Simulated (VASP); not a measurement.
Input of a VASP 6.6.1 run:

Contents of INCAR:

```
SYSTEM = La8CdGa7HO24
PREC = Accurate
ENCUT = 520
EDIFF = 1E-6
ISMEAR = -1
SIGMA = 0.05
LREAL = Auto
LASPH = .TRUE.
NELM = 80
ALGO = Normal
ISIF = 2
LWAVE = .FALSE.
LCHARG = .FALSE.
GGA = PS
NBANDS = 194
ISYM = 0
```

KPOINTS

```
Automatic mesh
0
Gamma
  1 1 1
  0.25 0.25 0.25
```

File POSCAR:

```
La8CdGa7HO24
1.0
    7.7293080000      0.0000000000      0.0000000000
    0.0000000000      7.7293080000      0.0000000000
    0.0000000000      0.0000000000      7.7293080000
La Cd Ga O H
8 1 7 24 1
Direct
    0.0025580000      0.9986450000      0.9992050000
    0.0033430000      0.9992830000      0.5001000000
    0.9986880000      0.5019530000      0.0008140000
    0.0008860000      0.5007530000      0.4991350000
    0.5007730000      0.0024160000      0.0028210000
    0.5009220000      0.0008540000      0.4979000000
    0.5006100000      0.4986050000      0.0011340000
    0.5017830000      0.4976250000      0.4952290000
    0.2521510000      0.2490820000      0.2926930000
    0.2514800000      0.2506980000      0.7479580000
    0.2544880000      0.7515500000      0.2479620000
    0.2470460000      0.7488260000      0.7498370000
    0.7511360000      0.2477330000      0.2490220000
    0.7508760000      0.2487080000      0.7489410000
    0.7501600000      0.7496810000      0.2470130000
    0.7480100000      0.7497060000      0.7504960000
    0.2492650000      0.2496290000      0.9544360000
    0.2539910000      0.2455480000      0.5035560000
    0.2486010000      0.7552460000      0.0025890000
    0.2477700000      0.7524600000      0.5039940000
    0.7518600000      0.2483330000      0.0012490000
    0.7485810000      0.2469830000      0.4995910000
    0.7437930000      0.7501120000      0.9985460000
    0.7544200000      0.7537880000      0.5036860000
    0.0016130000      0.2502250000      0.2537450000
    0.0045630000      0.2527210000      0.7494740000
    0.0037060000      0.7505240000      0.2502450000
    0.9982300000      0.7502620000      0.7494070000
    0.5034210000      0.2486120000      0.2469700000
    0.5029750000      0.2511660000      0.7480230000
    0.4970320000      0.7461830000      0.2495300000
    0.5021470000      0.7496390000      0.7490100000
    0.2499370000      0.9990960000      0.2457900000
    0.2480830000      0.0037970000      0.7518070000
    0.2509110000      0.4965110000      0.2511630000
    0.2453540000      0.4975100000      0.7488190000
    0.7503650000      0.9963540000      0.2496070000
    0.7499790000      0.9996160000      0.7485660000
    0.7468670000      0.4983680000      0.2505090000
    0.7486900000      0.4998950000      0.7499130000
    0.2497660000      0.2483950000      0.1255470000
```

Potentials or basis: VASP PAW PBE potentials, release 64 (La, Cd, Ga_d, O, H).

The run is started by

```bash
$ cat potpaw_PBE.64/La/POTCAR potpaw_PBE.64/Cd/POTCAR potpaw_PBE.64/Ga_d/POTCAR potpaw_PBE.64/O/POTCAR potpaw_PBE.64/H/POTCAR > POTCAR
$ mpirun -np 1 vasp_std > vasp.out
```

Task: Predict the largest force.

Result: 19.994 eV/Å.

Task: What does it give for the pressure?

Result: 12.8 GPa.

Forces on the atoms (eV/Å):
```
La   -0.068   0.023  -0.273
La   -0.589  -0.488   0.434
La   -0.009  -0.112  -0.342
La   -0.424   0.429   0.466
La    0.102  -0.213  -0.543
La    0.577  -0.527   0.747
La    0.139   0.150  -0.442
La    0.482   0.521   0.676
Cd    0.109  -0.239  -8.584
Ga    0.265  -0.010  -7.765
Ga   -0.697  -0.414   0.559
Ga    0.582   0.204   0.268
Ga    0.334  -0.072   0.191
Ga    0.328   0.091   0.090
Ga    0.155  -0.109   0.559
Ga    0.137   0.052  -0.105
O     0.087   0.066  11.486
O     0.300  -0.269  19.990
O     0.019  -0.274  -0.758
O     0.047   0.001  -0.767
O     0.056   0.069  -0.263
O    -0.010   0.089  -0.207
O     0.197  -0.110   0.388
O    -0.100  -0.212  -0.987
O    -3.998   0.021  -0.706
O    -1.656  -0.046  -0.466
O    -0.534  -0.185  -0.103
O     0.065  -0.021   0.299
O     3.263  -0.066  -0.721
O     0.417   0.011  -0.183
O     0.841   0.037   0.173
O    -0.744  -0.030  -0.005
O     0.108  -3.309  -0.623
O     0.033  -1.562  -0.361
O     0.026   4.535  -0.773
O     0.125   1.357  -0.299
O    -0.099   0.129  -0.044
O     0.076   0.095   0.143
O     0.074   0.466   0.013
O     0.119  -0.114   0.041
H    -0.133   0.034 -11.202
```

Caveat: the PAW data sets were made with another functional, which shifts forces and pressure a little.
